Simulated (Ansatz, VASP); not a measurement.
Two plane-wave programs on Hf

File INCAR:

```
SYSTEM = Hf
PREC = Accurate
ENCUT = 520
EDIFF = 1E-6
ISMEAR = 0
SIGMA = 0.1
LREAL = .FALSE.
LASPH = .TRUE.
NELM = 60
ALGO = Normal
ISIF = 2
LWAVE = .FALSE.
LCHARG = .TRUE.
GGA = PS
LELF = .TRUE.
LVHAR = .TRUE.
NBANDS = 11
```

File KPOINTS:

```
regular mesh
0
G
  16 16 16
  0 0 0
```

POSCAR

```
Hf
1.0
   -1.8016670164      1.8016670164      1.8016670164
    1.8016670164     -1.8016670164      1.8016670164
    1.8016670164      1.8016670164     -1.8016670164
Hf
1
Direct
    0.0000000000      0.0000000000      0.0000000000
```

Input for Ansatz:

```yaml
crystal:
  lattice:
    - [-1.8016670164, 1.8016670164, 1.8016670164]
    - [1.8016670164, -1.8016670164, 1.8016670164]
    - [1.8016670164, 1.8016670164, -1.8016670164]
  atoms:
    - { symbol: Hf, position: [0.0, 0.0, 0.0] }
basis:
  ecutwfc: 420
kpoints:
  mp_grid: { grid: [16, 16, 16] }
hamiltonian:
  xc: pbesol
scf:
  occupations: { method: gaussian, width: 0.1 }
output:
  forces: true
  stress: true
  eigenvalues: true
```

Alike in both runs: task single point; functional PBEsol; k mesh 16 × 16 × 16; occupations gaussian, width 0.1 eV; no spin polarisation.

|  | VASP | Ansatz |
| --- | --- | --- |
| version | VASP 6.6.1 | Ansatz 0.2.0 |
| potentials or method | VASP PAW PBE potentials, release 64 (Hf_pv), cutoff 520 eV | scalar-relativistic, plane waves, PAW |
| valence electrons in the cell | 10 | 26 |

```csv
,VASP,Ansatz,Ansatz less VASP
gap on the k mesh at the Fermi level (eV),none,none,-
pressure (GPa),-9.1,-8.7,+0.31
```

VASP's potentials were made for PBE, not for PBEsol. A gap of «none» marks a metal or a gap that the smearing closes. With one functional, cell and mesh, what is left measures potentials, basis and numerics. VASP's potentials hold 10 valence electrons a cell and Ansatz's 26, so a difference there can come from the potentials and not from the codes.

Spin-orbit coupling is off throughout.
